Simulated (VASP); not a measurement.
Write the native input for VASP 6.6.1 that does the following.

```
Task                               : single point
Functional                         : PBE-based screened hybrid with 40 % exact exchange
Potentials or basis                : VASP PAW PBE potentials, release 64 (Na_pv, I)
Cutoff                             : 520 eV
k mesh                             : 4 × 4 × 4
Occupations                        : gaussian, width 0.01 eV
Spin                               : no spin polarisation
Dipole correction                  : no
Grid for exact exchange (PRECFOCK) : Normal
Share of exact exchange            : 0.4
Further INCAR settings             : ALGO = Normal; EDIFF = 1e-06; NBANDS = 14
Screening parameter                : 0.3 1/Å
```

The system is NaI.

```
Na I
1.0
     0.00000    3.22963    3.22963
     3.22963    0.00000    3.22963
     3.22963    3.22963    0.00000
Na I
1 1
Cartesian
  0.0000 0.0000 0.0000
  3.2296 3.2296 3.2296
```

These files were run (other wordings do the same):

POSCAR

```
NaI
1.0
    0.0000000000      3.2296282834      3.2296282834
    3.2296282834      0.0000000000      3.2296282834
    3.2296282834      3.2296282834      0.0000000000
Na I
1 1
Direct
    0.0000000000      0.0000000000      0.0000000000
    0.5000000000      0.5000000000      0.5000000000
```

INCAR.step1

```
SYSTEM = NaI
  ALGO = Normal
  EDIFF = 1E-5
  ENCUT = 520
  GGA = PE
  ISIF = 2
  ISMEAR = 0
  LASPH = .TRUE.
  LCHARG = .FALSE.
  LREAL = .FALSE.
  LWAVE = .TRUE.
  NBANDS = 14
  NELM = 80
  PREC = Accurate
  SIGMA = 0.01
```

INCAR.step2

```
SYSTEM = NaI
  AEXX = 0.4
  ALGO = Normal
  EDIFF = 1E-6
  ENCUT = 520
  GGA = PE
  HFSCREEN = 0.3
  ISIF = 2
  ISMEAR = 0
  ISTART = 1
  LASPH = .TRUE.
  LCHARG = .FALSE.
  LHFCALC = .TRUE.
  LREAL = .FALSE.
  LWAVE = .FALSE.
  NBANDS = 14
  NELM = 80
  PREC = Accurate
  PRECFOCK = Normal
  SIGMA = 0.01
```

KPOINTS

```
k-points
0
G
  4 4 4
  0 0 0
```

Potentials or basis: VASP PAW PBE potentials, release 64 (Na_pv, I).

The run is started by

```sh
$ cat potpaw_PBE.64/Na_pv/POTCAR potpaw_PBE.64/I/POTCAR > POTCAR
$ cp INCAR.step1 INCAR
$ mpirun -np 1 vasp_std > vasp.out
$ cp INCAR.step2 INCAR
$ mpirun -np 1 vasp_std > vasp.out
```

It gave:

The pressure is 0.1 GPa and the band gap on the k mesh is 4.97 eV.

Caveat: the k points lie up to 0.42 Å⁻¹ apart; the PAW data sets were made with another functional, which shifts forces and pressure a little; spin-orbit coupling is left out, which moves the levels of the heavy elements.

It took 9 min on 1 thread of AMD EPYC 7R13 Processor (Zen 3), on a shared host, peak memory 0.28 GiB.
